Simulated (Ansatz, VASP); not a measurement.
Two plane-wave programs on W

File INCAR:

```
PREC = Accurate
ENCUT = 500
EDIFF = 1E-7
ISMEAR = -1
SIGMA = 0.15
LREAL = False
LASPH = True
NELM = 120
ALGO = Normal
ISIF = 3
LWAVE = False
LCHARG = False
GGA = PS
IBRION = 2
NSW = 80
EDIFFG = -0.001
GGA_COMPAT = False
NELMIN = 4
```

Contents of KPOINTS:

```
regular mesh
0
Gamma
  20 20 20
```

The input POSCAR:

```
W
1.0
   -1.5771737550      1.5771737550      1.5771737550
    1.5771737550     -1.5771737550      1.5771737550
    1.5771737550      1.5771737550     -1.5771737550
W
1
Direct
    0.0000000000      0.0000000000      0.0000000000
```

Input for Ansatz:

```yaml
crystal:
  lattice:
    - [-1.577173755, 1.577173755, 1.577173755]
    - [1.577173755, -1.577173755, 1.577173755]
    - [1.577173755, 1.577173755, -1.577173755]
  atoms:
    - { symbol: W, position: [0.0, 0.0, 0.0] }
basis:
  ecutwfc: 420
kpoints:
  mp_grid: { grid: [20, 20, 20] }
hamiltonian:
  xc: pbesol
scf:
  occupations: { method: fermi_dirac, width: 0.15 }
output:
  forces: true
  stress: true
  eigenvalues: true
relax:
  adjacent_minimum: "off"
  f_tol: 0.001
  max_steps: 60
  cell: { stress_tol: 0.01 }
```

Alike in both runs: task relaxation of cell and atoms; functional PBEsol; k mesh 20 × 20 × 20; occupations fermi-dirac, width 0.15 eV; no spin polarisation.

```csv
,VASP,Ansatz
version,VASP 6.6.1,Ansatz 0.2.0
potentials or method,"VASP PAW PBE potentials, release 64 (W_sv), cutoff 500 eV","scalar-relativistic, plane waves, PAW"
valence electrons in the cell,14,14
```

```tsv
	VASP	Ansatz	Ansatz less VASP
gap on the k mesh at the Fermi level, each at its own relaxed structure (eV)	none	none	-
relaxed volume (Å³/atom)	15.72	15.69	-0.031
relaxed cell length with the largest relative difference (Å)	2.733	2.732	-0.0018
```

VASP's potentials were made for PBE, not for PBEsol. A gap of «none» marks a metal or a gap that the smearing closes.

Spin-orbit coupling is off throughout.
